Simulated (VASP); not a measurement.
Crystal: P3C2.

```xyz
5
Lattice="4.2342 0.0000 0.0000 -2.1171 3.6669 0.0000 0.0000 0.0000 5.1994" Properties=species:S:1:pos:R:3 pbc="T T T"
P     0.0000    0.0000    3.8757
P     0.0000    0.0000    1.3238
P     2.1171    1.2223    0.0000
C     2.1171    1.2223    2.5997
C     0.0000    2.4446    0.0000
```

The cell was built from a structure type or drawn by symmetry, and may not be a known phase.

| Property | Result |
| --- | --- |
| Program | VASP 6.6.1 |
| Task | relaxation of cell and atoms |
| Functional | PBE |
| Potentials or basis | VASP PAW PBE potentials, release 64 (P, C) |
| Cutoff | 600 eV |
| k mesh | 6 × 6 × 4 |
| Occupations | gaussian, width 0.1 eV |
| Spin | no spin polarisation |

At the start: pressure -17.9 GPa; volume 16.15 Å³/atom.

Q: Where does the relaxation end?

A: Over 36 steps the energy falls by 1230.2 meV/atom and the volume is 12.30 Å³/atom (-23.8 %); space group P-6m2 (No. 187, to 0.1 Å) before and after.

The path:
```csv
step,energy change (eV),largest force (eV/Å),pressure (GPa),volume (Å³)
1,0.0000,1.0345,-17.89,80.73
2,-1.6342,1.1581,-3.78,61.45
3,-1.6779,0.9844,0.82,58.68
4,-1.7714,0.2699,1.81,58.53
5,-1.7821,1.2796,3.71,58.32
6,-1.7972,0.5330,2.80,58.42
7,-1.8594,0.3760,1.62,58.96
8,-2.0925,0.3930,-0.54,60.48
9,-2.6057,0.4140,-2.87,62.98
10,-4.2747,1.0062,-6.98,66.05
11,-3.3015,10.1436,32.75,65.42
12,-4.9381,6.1026,6.09,66.73
13,-4.7109,7.4174,13.12,66.50
14,-4.7295,7.2504,13.01,66.68
15,-4.7699,6.7810,12.79,67.22
16,-4.7896,6.1218,12.59,68.27
17,-4.8233,6.0052,12.16,68.28
18,-4.9192,5.6657,10.90,68.29
19,-5.0888,5.0228,8.48,68.32
20,-5.3459,3.8551,4.16,68.35
21,-5.5819,1.8853,-2.71,68.31
22,-5.5926,1.4574,-4.13,68.28
23,-5.6345,1.2085,-3.86,67.98
24,-5.7304,1.1262,-3.12,67.09
25,-5.9370,1.4419,-0.98,65.29
26,-5.9719,0.8481,7.44,61.61
27,-6.0467,1.1630,2.16,63.49
28,-6.0478,1.0737,3.03,63.15
29,-6.0883,0.5776,0.58,63.67
30,-6.1002,0.1505,-1.68,64.17
31,-6.1146,0.1329,-1.44,63.76
32,-6.1439,0.0750,-0.62,62.53
33,-6.1319,0.0658,1.58,60.07
34,-6.1511,0.0458,0.16,61.62
35,-6.1511,0.0418,0.21,61.56
36,-6.1511,0.0384,0.26,61.50
```

Final structure:
```
P C
1.0
     2.94348    0.00000    0.00000
    -1.47174    2.54913    0.00000
     0.00000    0.00000    8.19688
P C
3 2
Cartesian
  0.0000 0.0000 5.3366
  0.0000 0.0000 2.8603
  1.4717 0.8497 0.0000
  1.4717 0.8497 4.0984
  0.0000 1.6994 0.0000
```

Caveat: the volume moved by over 15 % at a fixed basis, so the end points are rough; this functional lacks dispersion, which binds the layers, so the pressure and a relaxed spacing across them are unreliable.
